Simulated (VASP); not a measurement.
# Zr2SiC2 (I4/mmm) in VASP: further runs, part 2 of 2

VASP 6.6.1.

### 3 Single point, PBE

This run uses another cell than the first one, of 15.58 Å³/atom.

INCAR reads:

```
SYSTEM = Zr2SiC2
  PREC = Accurate
  ENCUT = 520
  EDIFF = 1E-6
  ISMEAR = 0
  SIGMA = 0.1
  LREAL = .FALSE.
  LASPH = .TRUE.
  NELM = 80
  ALGO = Normal
  ISIF = 2
  LWAVE = .FALSE.
  LCHARG = .FALSE.
  GGA = PE
  NBANDS = 26
```

KPOINTS reads:

```
regular mesh
0
G
  12 12 12
  0 0 0
```

POSCAR reads:

```
Zr2SiC2
1.0
   -2.3012298578      2.3012298578      3.6765314702
    2.3012298578     -2.3012298578      3.6765314702
    2.3012298578      2.3012298578     -3.6765314702
Zr Si C
2 1 2
Direct
    0.7500000000      0.2500000000      0.5000000000
    0.2500000000      0.7500000000      0.5000000000
    0.5000000000      0.5000000000      0.0000000000
    0.7580140555      0.7580140555      0.0000000000
    0.2419859445      0.2419859445      0.0000000000
```

Potentials or basis: VASP PAW PBE potentials, release 64 (Zr_sv, Si, C).

The run is started by

```sh
> cat potpaw_PBE.64/Zr_sv/POTCAR potpaw_PBE.64/Si/POTCAR potpaw_PBE.64/C/POTCAR > POTCAR
> mpirun -np 1 vasp_std > vasp.out
```

OUTCAR:

```text
SYSTEM = Zr2SiC2
   PREC = Accurate
   ENCUT = 520
   EDIFF = 1E-6
   ISMEAR = 0
   LREAL = .FALSE.
   LASPH = .TRUE.
   NELM = 80
   ISIF = 2
   GGA = PE

 ion  position               nearest neighbor table
   1  0.750  0.250  0.500-   4 2.30   5 2.30   4 2.30   5 2.30   3 2.95   3 2.95   3 2.95   3 2.95
                             2 3.25   2 3.25   2 3.25   2 3.25   2 3.68   2 3.68
   2  0.250  0.750  0.500-   4 2.30   5 2.30   4 2.30   5 2.30   3 2.95   3 2.95   3 2.95   3 2.95
                             1 3.25   1 3.25   1 3.25   1 3.25   1 3.68   1 3.68
   3  0.500  0.500  0.000-   4 1.90   5 1.90   1 2.95   2 2.95   2 2.95   1 2.95   1 2.95   2 2.95
                             2 2.95   1 2.95
   4  0.758  0.758  0.000-   3 1.90   2 2.30   1 2.30   1 2.30   2 2.30
   5  0.242  0.242  0.000-   3 1.90   2 2.30   1 2.30   1 2.30   2 2.30
[... 903 lines left out ...]
  Total        0.0903603      0.0903603      0.0281007      0.0000000      0.0000000      0.0000000
  in kB        1.8589599      1.8589599      0.5781096      0.0000000      0.0000000      0.0000000
  external PRESSURE =       1.4320098 kB  Pullay stress =       0.0000000 kB

 VOLUME and BASIS-vectors are now :
 -----------------------------------------------------------------------------
  energy-cutoff  :      520.00
  volume of cell :       77.88
      direct lattice vectors                 reciprocal lattice vectors
    -2.301229858  2.301229858  3.676531470     0.000000000  0.217275123  0.135997748
     2.301229858 -2.301229858  3.676531470     0.217275123  0.000000000  0.135997748
     2.301229858  2.301229858 -3.676531470     0.217275123  0.217275123  0.000000000

 POSITION                                       TOTAL-FORCE (eV/Angst)
 -----------------------------------------------------------------------------------
      0.00000      2.30123      1.83827        -0.000000     -0.000000      0.000000
      2.30123      0.00000      1.83827        -0.000000     -0.000000      0.000000
      0.00000      0.00000      3.67653        -0.000000     -0.000000     -0.000000
      0.00000      0.00000      5.57373         0.000000      0.000000      0.007450
      0.00000      0.00000      1.77934        -0.000000     -0.000000     -0.007450
 -----------------------------------------------------------------------------------
    total drift:                                0.000000      0.000000     -0.000000

  FREE ENERGIE OF THE ION-ELECTRON SYSTEM (eV)
  ---------------------------------------------------
  free  energy   TOTEN  =       -41.6989237537 eV

  energy  without entropy=      -41.6926149297  energy(sigma->0) =      -41.69576934
```

OSZICAR:

```text
N       E                     dE             d eps       ncg     rms          rms(c)
DAV:   1     0.275967406774E+03    0.27597E+03   -0.18588E+04  8484   0.133E+03
DAV:   2    -0.249080727270E+02   -0.30088E+03   -0.29155E+03 10026   0.360E+02
DAV:   3    -0.475167046296E+02   -0.22609E+02   -0.22335E+02 14500   0.808E+01
DAV:   4    -0.489396358656E+02   -0.14229E+01   -0.14209E+01 12014   0.179E+01
DAV:   5    -0.489965815606E+02   -0.56946E-01   -0.56939E-01 12648   0.275E+00    0.267E+01
DAV:   6    -0.417266836600E+02    0.72699E+01   -0.38366E+01 10152   0.279E+01    0.103E+01
DAV:   7    -0.417308039507E+02   -0.41203E-02   -0.30168E+00 12052   0.750E+00    0.641E+00
DAV:   8    -0.417109449082E+02    0.19859E-01   -0.40052E-01  9966   0.307E+00    0.116E+00
DAV:   9    -0.416980665391E+02    0.12878E-01   -0.77252E-02 11098   0.119E+00    0.391E-01
DAV:  10    -0.416988472031E+02   -0.78066E-03   -0.69320E-03 10120   0.487E-01    0.144E-01
DAV:  11    -0.416989043742E+02   -0.57171E-04   -0.51908E-04 12798   0.142E-01    0.583E-02
DAV:  12    -0.416989239748E+02   -0.19601E-04   -0.90895E-05 10564   0.581E-02    0.779E-03
DAV:  13    -0.416989237537E+02    0.22117E-06   -0.77343E-06  9146   0.129E-02
   1 F= -.41698924E+02 E0= -.41695769E+02  d E =-.630882E-02
```

stdout:

```text
POSCAR found type information on POSCAR ZrSiC
 POSCAR found :  3 types and       5 ions
 scaLAPACK will be used
 LDA part: xc-table for (Slater+PW92), standard interpolation
 POSCAR, INCAR and KPOINTS ok, starting setup
 FFT: planning ... GRIDC
 FFT: planning ... GRID_SOFT
 FFT: planning ... GRID
 WAVECAR not read
 entering main loop
```

Wall time 8.6 min (1 thread of Oxide Virtual Turin-like, shared host); peak memory 0.42 GiB.

Results:

- Free energy: -41.6989 eV
- Pressure: 0.1 GPa
- Largest force: 0.007 eV/Å
- Band gap on the k mesh: zero (bands 18 and 19 overlap by 1.42 eV)

Forces in eV/Å, atoms in the order of the input:
```
Zr   0.000  0.000  0.000
Zr   0.000  0.000  0.000
Si   0.000  0.000  0.000
C    0.000  0.000  0.007
C    0.000  0.000 -0.007
```

Stress tensor (GPa, compression positive):
```
0.19 0.00 0.00
0.00 0.19 0.00
0.00 0.00 0.06
```

Levels at points of the mesh, in eV from the Fermi level:
```
           k point  band 14  band 15  band 16  band 17  band 18  band 19  band 20  band 21  band 22  band 23
(0.00, 0.00, 0.00)    -2.73    -2.42    -1.48    -1.48    -1.35    -0.03    -0.03     3.05     3.06     3.06
(0.50, 0.00, 0.00)    -3.61    -3.11    -2.09    -0.85    -0.11     0.03     0.83     3.10     3.53     3.57
(0.50, 0.50, 0.00)    -3.79    -3.36    -3.27    -1.72    -0.80     0.78     2.39     3.35     3.60     3.95
(0.50, 0.50, 0.50)    -2.07    -0.91    -0.24    -0.14    -0.14     0.98     0.98     1.12     1.12     2.34
```
